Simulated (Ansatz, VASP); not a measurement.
# Two plane-wave programs on CrO2

Contents of INCAR:

```
ALGO = Normal
EDIFF = 1E-6
ENCUT = 520
GGA = PE
ISIF = 2
ISMEAR = 0
ISPIN = 2
LASPH = True
LCHARG = True
LELF = True
LMAXMIX = 4
LORBIT = 11
LREAL = False
LVHAR = True
LWAVE = False
MAGMOM = 3 3 0 0 0 0
NBANDS = 37
NELM = 150
PREC = Accurate
SIGMA = 0.1
```

File KPOINTS:

```
k-points
0
Gamma
  4 4 6
```

The input POSCAR:

```
CrO2
1.0
    4.4210000000      0.0000000000      0.0000000000
    0.0000000000      4.4210000000      0.0000000000
    0.0000000000      0.0000000000      2.9170000000
Cr O
2 4
Direct
    0.0000000000      0.0000000000      0.0000000000
    0.5000000000      0.5000000000      0.5000000000
    0.3010000000      0.3010000000      0.0000000000
    0.1990000000      0.8010000000      0.5000000000
    0.6990000000      0.6990000000      0.0000000000
    0.8010000000      0.1990000000      0.5000000000
```

Input for Ansatz:

```yaml
crystal:
  lattice:
    - [4.421, 0.0, 0.0]
    - [0.0, 4.421, 0.0]
    - [0.0, 0.0, 2.917]
  atoms:
    - { symbol: Cr, position: [0.0, 0.0, 0.0], spin: 3.0 }
    - { symbol: Cr, position: [0.5, 0.5, 0.5], spin: 3.0 }
    - { symbol: O, position: [0.301, 0.301, 0.0] }
    - { symbol: O, position: [0.199, 0.801, 0.5] }
    - { symbol: O, position: [0.699, 0.699, 0.0] }
    - { symbol: O, position: [0.801, 0.199, 0.5] }
basis:
  ecutwfc: 420
kpoints:
  mp_grid: { grid: [4, 4, 6] }
hamiltonian:
  xc: pbe
scf:
  occupations: { method: gaussian, width: 0.1 }
  lower_state_search: "off"
output:
  forces: true
  stress: true
  eigenvalues: true
  populations: true
magnetization:
  spin_polarized: true
```

Alike in both runs: task single point; functional PBE; k mesh 4 × 4 × 6; occupations gaussian, width 0.1 eV; collinear spin.

```csv
,VASP,Ansatz
version,VASP 6.6.1,Ansatz 0.2.0
potentials or method,"VASP PAW PBE potentials, release 64 (Cr_pv, O), cutoff 520 eV","scalar-relativistic, plane waves, PAW"
valence electrons in the cell,48,52
```

VASP gave:

| Property | Result |
| --- | --- |
| gap on the k mesh at the Fermi level (eV) | none |
| pressure (GPa) | 3.0 |
| traceless stress, the component that is largest in VASP (GPa) | -0.63 |
| rms of the force components (eV/Å) | 0.122 |
| net moment per atom (μB) | 0.67 |
| size of the moment on the site where the two differ most (μB) | 2.09 |

**Question.** Estimate Ansatz's values.

**Answer.** gap on the k mesh at the Fermi level (eV): none; pressure (GPa): 2.4; traceless stress, the component that is largest in VASP (GPa): -0.78; rms of the force components (eV/Å): 0.129; net moment per atom (μB): 0.67; size of the moment on the site where the two differ most (μB): 1.72.

Site moments also hang on the region over which each program counts them. Atom by atom the forces differ by 0.007 eV/Å (rms over components). A gap of «none» marks a metal or a gap that the smearing closes. VASP's potentials hold 48 valence electrons a cell and Ansatz's 52, so a difference there can come from the potentials and not from the codes.
